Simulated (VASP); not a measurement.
Runs of VASP 6.6.1 on Ni. The structure is that of space group P6/mmm (No. 191), or close to it. The cells are those of the table. This isn't the form of Ni at room conditions, which is fcc.

```csv
spin,cell,k mesh,smearing,gap on the mesh (eV),pressure (GPa)
"collinear, ferromagnetic start","a = 4.088, b = 4.088, c = 2.487 Å, angles 90.0, 90.0, 120.0°, 3 atoms",10 × 10 × 15,fermi-dirac 0.05 eV,none,(a)
off,"a = 3.939, b = 3.939, c = 2.367 Å, angles 90.0, 90.0, 120.0°, 3 atoms",9 × 9 × 13,fermi-dirac 0.1 eV,none,0.6
off,"a = 3.831, b = 3.831, c = 2.302 Å, angles 90.0, 90.0, 120.0°, 3 atoms",10 × 10 × 15,fermi-dirac 0.1 eV,none,(b)
off,"a = 3.886, b = 3.886, c = 2.335 Å, angles 90.0, 90.0, 120.0°, 3 atoms",10 × 10 × 15,fermi-dirac 0.1 eV,none,10.4
off,"a = 3.991, b = 3.991, c = 2.398 Å, angles 90.0, 90.0, 120.0°, 3 atoms",10 × 10 × 15,fermi-dirac 0.1 eV,none,-7.0
```

Alike in all rows: task single point; level r2SCAN; potentials or basis VASP PAW PBE potentials, release 64 (Ni); cutoff (eV) 520.

Task: Estimate the missing entries.

Result: (a) -17.5; (b) 22.7.

Caveats: the PAW data sets were made with another functional, which shifts forces and pressure a little; the cell stands under tension (at least some runs); the cell stands under pressure (at least some runs).

A gap of «none» marks levels without a gap at the run's occupations.
